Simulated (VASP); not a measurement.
A run of VASP 6.6.1 is set up as follows.

File INCAR:

```
ALGO = Normal
EDIFF = 1E-6
ENCUT = 520
GGA = PE
ISIF = 2
ISMEAR = -1
IVDW = 12
LASPH = T
LCHARG = F
LREAL = F
LWAVE = F
NBANDS = 33
NELM = 100
PREC = Accurate
SIGMA = 0.05
```

The input KPOINTS:

```
k-points
0
Gamma
  6 6 9
```

The input POSCAR:

```
TaN
1.0
    5.2113686926      0.0000000000      0.0000000000
   -2.6056843463      4.5131776763      0.0000000000
    0.0000000000      0.0000000000      2.9234798881
Ta N
3 3
Direct
    0.0000000000      0.0000000000      0.0000000000
    0.3333333333      0.6666666667      0.5000000000
    0.6666666667      0.3333333333      0.5000000000
    0.5000000000      0.0000000000      0.0000000000
    0.5000000000      0.5000000000      0.0000000000
    0.0000000000      0.5000000000      0.0000000000
```

Potentials or basis: VASP PAW PBE potentials, release 64 (Ta_pv, N).

Launch:

```sh
$ cat potpaw_PBE.64/Ta_pv/POTCAR potpaw_PBE.64/N/POTCAR > POTCAR
$ mpirun -np 1 vasp_std > vasp.out
```

(1) Estimate the dispersion energy per atom.

(2) Predict the band gap on the k mesh.

(3) What does it give for the pressure?

Answers

(1) -0.437 eV.

(2) zero (bands 24 and 25 overlap by 2.01 eV).

(3) -0.5 GPa.

Caveat: three body term missing; spin-orbit coupling is left out, which moves the levels of the heavy elements.
